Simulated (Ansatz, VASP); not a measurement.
## One calculation of MgO, two programs

INCAR

```
SYSTEM = MgO
ALGO = Normal ; EDIFF = 1E-6
ENCUT = 520 ; GGA = PS
ISIF = 2 ; ISMEAR = 0
LASPH = .TRUE. ; LCHARG = .FALSE.
LREAL = .FALSE. ; LWAVE = .FALSE.
NBANDS = 16 ; NELM = 100
PREC = Accurate ; SIGMA = 0.05
```

KPOINTS

```
k-points
0
G
  9 9 6
  0 0 0
```

POSCAR

```
MgO
1.0
    3.5407899222      0.0000000000      0.0000000000
   -1.7703949611      3.0664140221      0.0000000000
    0.0000000000      0.0000000000      4.2499545537
Mg O
2 2
Direct
    0.6666666667      0.3333333333      0.7500000000
    0.3333333333      0.6666666667      0.2500000000
    0.6666666667      0.3333333333      0.2500000000
    0.3333333333      0.6666666667      0.7500000000
```

Input for Ansatz:

```yaml
crystal:
  lattice:
    - [3.5407899222, 0.0, 0.0]
    - [-1.7703949611, 3.0664140221, 0.0]
    - [0.0, 0.0, 4.2499545537]
  atoms:
    - { symbol: Mg, position: [0.6666666667, 0.3333333333, 0.75] }
    - { symbol: Mg, position: [0.3333333333, 0.6666666667, 0.25] }
    - { symbol: O, position: [0.6666666667, 0.3333333333, 0.25] }
    - { symbol: O, position: [0.3333333333, 0.6666666667, 0.75] }
basis:
  ecutwfc: 520.0
kpoints:
  mp_grid: { grid: [9, 9, 6] }
hamiltonian:
  xc: pbesol
  pseudopotentials: { kind: paw, azcp: { folder: soft_1 } }
scf:
  occupations: { method: gaussian, width: 0.05 }
output:
  forces: true
  stress: true
  eigenvalues: true
```

Alike in both runs: task single point; functional PBEsol; k mesh 9 × 9 × 6; occupations gaussian, width 0.05 eV; no spin polarisation.

|  | VASP | Ansatz |
| --- | --- | --- |
| version | VASP 6.6.1 | Ansatz 0.2.0 |
| potentials or method | VASP PAW PBE potentials, release 64 (Mg, O), cutoff 520 eV | scalar-relativistic, plane waves, PAW |
| valence electrons in the cell | 16 | 32 |

```csv
,VASP,Ansatz,Ansatz less VASP
gap on the k mesh at the Fermi level (eV),3.07,3.08,+0.010
least direct gap on the mesh (eV),3.07,3.08,+0.010
pressure (GPa),-5.2,-4.7,+0.47
"traceless stress, the component that is largest in VASP (GPa)",-0.26,-0.19,+0.069
```

VASP's potentials were made for PBE, not for PBEsol, and Ansatz warns of the same on its side. With one functional, cell and mesh, what is left measures potentials, basis and numerics. VASP's potentials hold 16 valence electrons a cell and Ansatz's 32, so a difference there can come from the potentials and not from the codes.
